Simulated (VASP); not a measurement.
A run of VASP 6.6.1 is set up as follows.

INCAR

```
ALGO     = Normal         # electronic algorithm
EDIFF    = 1E-6           # SCF threshold, eV
ENCUT    = 520            # plane-wave cutoff, eV
GGA      = PS             # functional
ISIF     = 2              # what is computed and relaxed
ISMEAR   = -1             # smearing method
ISPIN    = 2              # spin polarisation
LASPH    = T              # aspherical terms in the spheres
LCHARG   = T              # write CHGCAR
LELF     = T              # ELF
LMAXMIX  = 4              # l up to which the mixer works
LORBIT   = 11             # projections on sites
LREAL    = F              # projectors in reciprocal space
LVHAR    = T            
LWAVE    = F              # write WAVECAR
MAGMOM   = 1              # initial moments
NBANDS   = 15             # bands
NELM     = 150            # most SCF steps
PREC     = Accurate       # precision mode
SIGMA    = 0.05           # smearing width, eV
```

Contents of KPOINTS:

```
k-points
0
Gamma
  19 19 19
```

The input POSCAR:

```
Ni
1.0
    0.0000000000      1.5227724276      1.5227724276
    1.5227724276      0.0000000000      1.5227724276
    1.5227724276      1.5227724276      0.0000000000
Ni
1
Direct
    0.0000000000      0.0000000000      0.0000000000
```

Potentials or basis: VASP PAW PBE potentials, release 64 (Ni).

The run is started by

```bash
$ cat potpaw_PBE.64/Ni/POTCAR > POTCAR
$ mpirun -np 1 vasp_std > vasp.out
```

(1) Predict the site moments.

(2) Estimate the net moment.

(3) Estimate the pressure.

Answers

(1) Ni +0.49 μB.

(2) 0.51 μB per cell.

(3) 222.1 GPa.

Caveat: the PAW data sets were made with another functional, which shifts forces and pressure a little.
